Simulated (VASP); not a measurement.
Br, 2 atoms in the cell. It takes space group P6_3/mmc (No. 194, hexagonal). Conventional cell: a = 3.290 Å, b = 3.290 Å, c = 3.762 Å, α = 90.00°, β = 90.00°, γ = 120.00°. Within 3.5 Å of Br (site symmetry -6m2) lie 12 Br at 2.67 to 3.29 Å. 

- Program: VASP 6.6.1
- Task: relaxation of shape and atoms at fixed volume
- Functional: PBEsol
- Potentials or basis: VASP PAW PBE potentials, release 64 (Br)
- Cutoff: 600 eV
- k mesh: 14 × 14 × 8
- Occupations: fermi-dirac, width 0.1 eV
- Spin: no spin polarisation
- Dipole correction: no
- Further INCAR settings: ALGO = Normal; EDIFF = 1e-06; IBRION = 2; EDIFFG = -0.005; NSW = 50; ISIF = 4

Potentials or basis: VASP PAW PBE potentials, release 64 (Br).

Command:

```sh
$ cat potpaw_PBE.64/Br/POTCAR > POTCAR
$ mpirun -np 1 vasp_std > vasp.out
```

Hardware: 1 thread of Intel Xeon 8259CL, on a shared host.

Q: How long does it take, and how much memory?

A: It took 2.5 min on 1 thread of Intel Xeon 8259CL, with other jobs on the host, peak memory 0.19 GiB. Counts: scf iterations 24, k points 120, ion steps 3.
